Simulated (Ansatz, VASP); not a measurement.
# Sb in VASP and in Ansatz

```xyz
1
Lattice="0.0000 2.5760 2.0093 2.5760 0.0000 2.0093 2.5760 2.5760 0.0000" Properties=species:S:1:pos:R:3 pbc="T T T"
Sb    0.0000    0.0000    0.0000
```

Alike in both runs: task single point; functional LDA; k mesh 20 × 20 × 20; occupations gaussian, width 0.15 eV; no spin polarisation.

```csv
,VASP,Ansatz
version,VASP 6.6.1,Ansatz 0.2.0
potentials or method,"VASP PAW LDA potentials, release 64 (Sb), cutoff 520 eV","scalar-relativistic, plane waves, PAW"
valence electrons in the cell,5,15
```

```tsv
	VASP	Ansatz	Ansatz less VASP
gap on the k mesh at the Fermi level (eV)	none	none	-
pressure (GPa)	-2.7	-2.7	-0.07
traceless stress, the component that is largest in VASP (GPa)	-2.02	-2.00	+0.024
```

LDA's correlation is that of Perdew and Zunger in VASP and of Perdew and Wang (1992) in Ansatz. A gap of «none» marks a metal or a gap that the smearing closes. VASP's potentials hold 5 valence electrons a cell and Ansatz's 15, so a difference there can come from the potentials and not from the codes.

Neither program's run includes spin-orbit coupling.
